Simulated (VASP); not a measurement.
**H2C5: single point with PBE**

H2C5, a slab with vacuum:

```
H C
1.0
     5.04874    0.00000    0.00000
     0.00000   10.09749    0.00000
     0.00000    0.00000   16.16470
H C
16 40
Direct
  0.42779 0.00000 0.06186
  0.07222 0.00000 0.06186
  0.92780 0.00000 0.06186
  0.57222 0.00000 0.06186
  0.42779 0.25000 0.06186
  0.07222 0.25000 0.06186
  0.92780 0.25000 0.06186
  0.57222 0.25000 0.06186
  0.42779 0.50000 0.06186
  0.07222 0.50000 0.06186
  0.92780 0.50000 0.06186
  0.57222 0.50000 0.06186
  0.42779 0.75000 0.06186
  0.07222 0.75000 0.06186
  0.92780 0.75000 0.06186
  0.57222 0.75000 0.06186
  0.25000 0.00000 0.10113
  0.75001 0.00000 0.10113
  0.25000 0.25000 0.10113
  0.75001 0.25000 0.10113
  0.25000 0.50000 0.10113
  0.75001 0.50000 0.10113
  0.25000 0.75000 0.10113
  0.75001 0.75000 0.10113
  0.25000 0.12500 0.15634
  0.75001 0.12500 0.15634
  0.25000 0.37500 0.15634
  0.75001 0.37500 0.15634
  0.25000 0.62500 0.15634
  0.75001 0.62500 0.15634
  0.25000 0.87500 0.15634
  0.75001 0.87500 0.15634
  0.96902 0.11971 0.20276
  0.49452 0.12150 0.20420
  0.00832 0.37544 0.21821
  0.52469 0.37849 0.21862
  0.00877 0.61920 0.20527
  0.50569 0.62239 0.20854
  0.00905 0.87196 0.21332
  0.51070 0.86428 0.21864
  0.98948 0.00980 0.26868
  0.50110 0.00591 0.27214
  0.00594 0.23572 0.26375
  0.50185 0.24007 0.26174
  0.99956 0.50815 0.26988
  0.53289 0.51020 0.26698
  0.02230 0.74348 0.26528
  0.50369 0.73531 0.27123
  0.25171 0.06014 0.30255
  0.75878 0.06722 0.30765
  0.25020 0.19224 0.30583
  0.76835 0.19801 0.31343
  0.25165 0.54735 0.31201
  0.75342 0.55715 0.30857
  0.25192 0.69270 0.31284
  0.76928 0.69109 0.31107
```

- Program: VASP 6.6.1
- Task: single point
- Functional: PBE
- Potentials or basis: VASP PAW PBE potentials, release 64 (H, C)
- Cutoff: 520 eV
- k mesh: 2 × 1 × 1
- Occupations: fermi-dirac, width 0.02 eV
- Spin: no spin polarisation

* Largest force: 9.117 eV/Å
* Band gap on the k mesh: 0.46 eV

Forces on the atoms (eV/Å):
```
H   -8.958 -0.135 -0.044
H    8.959 -0.116  0.064
H   -8.896 -0.172  0.080
H    8.880 -0.047  0.060
H   -8.922  0.071  0.029
H    8.917  0.058  0.062
H   -8.921  0.072  0.065
H    8.900 -0.009  0.076
H   -8.940 -0.084  0.006
H    8.897 -0.015  0.026
H   -8.922 -0.032  0.049
H    8.878 -0.067  0.031
H   -8.929  0.027  0.091
H    8.914  0.012  0.049
H   -8.975  0.035  0.030
H    8.942  0.004  0.056
C    0.450 -0.097  0.776
C   -0.221 -0.378  0.743
C    0.127  0.154  1.337
C    0.013  0.331  1.007
C    0.180 -0.326  0.800
C   -0.123 -0.157  0.847
C   -0.040  0.081  1.020
C    0.028  0.066  0.837
C   -2.274 -1.160 -4.866
C   -4.940 -0.727 -7.009
C    0.893  0.947  1.038
C    1.623  0.159  0.483
C    1.487 -0.930 -3.533
C    0.908 -0.170 -3.521
C    1.082 -0.416  0.482
C    0.712 -1.168  0.772
C    8.666  1.699  2.265
C    1.569  0.735  0.150
C   -0.559 -1.036 -1.078
C   -2.625 -1.638 -1.395
C   -1.120  1.919 -0.257
C   -0.561  1.013 -2.239
C   -1.306  1.158  1.650
C   -1.246  2.982  0.297
C    2.595 -1.554 -1.411
C    1.129 -0.072 -1.631
C   -0.875  2.360  0.941
C    1.165  0.761  3.565
C    1.995 -1.621 -0.521
C   -6.494 -2.453  0.772
C   -2.570 -1.893  1.504
C    1.480  0.965 -0.039
C   -1.267 -1.925  2.209
C   -2.396 -3.914  2.097
C    0.958  2.028 -0.094
C   -2.825  1.976 -0.923
C    1.213  3.115  0.210
C    3.630  0.096  2.514
C    1.215 -2.239 -0.147
C   -1.500  1.726 -0.384
```

Levels at points of the mesh, in eV from the valence-band top:
| k point | band 84 | band 85 | band 86 | band 87 | band 88 | band 89 | band 90 | band 91 | band 92 | band 93 |
| --- | --- | --- | --- | --- | --- | --- | --- | --- | --- | --- |
| (0.00, 0.00, 0.00) | -0.81 | -0.72 | -0.35 | -0.25 | 0.00 | 0.46 | 1.16 | 1.41 | 2.11 | 2.13 |
| (0.50, 0.00, 0.00) | -2.41 | -1.22 | -1.12 | -0.89 | -0.81 | 1.03 | 1.51 | 1.78 | 2.03 | 3.31 |

It took 5.9 min on 1 thread of Intel(R) Xeon(R) Platinum 8488C (Sapphire Rapids), on a shared host, peak memory 0.77 GiB.

Caveat: the k points lie up to 0.62 Å⁻¹ apart; the atoms stand as in a frame of molecular dynamics.
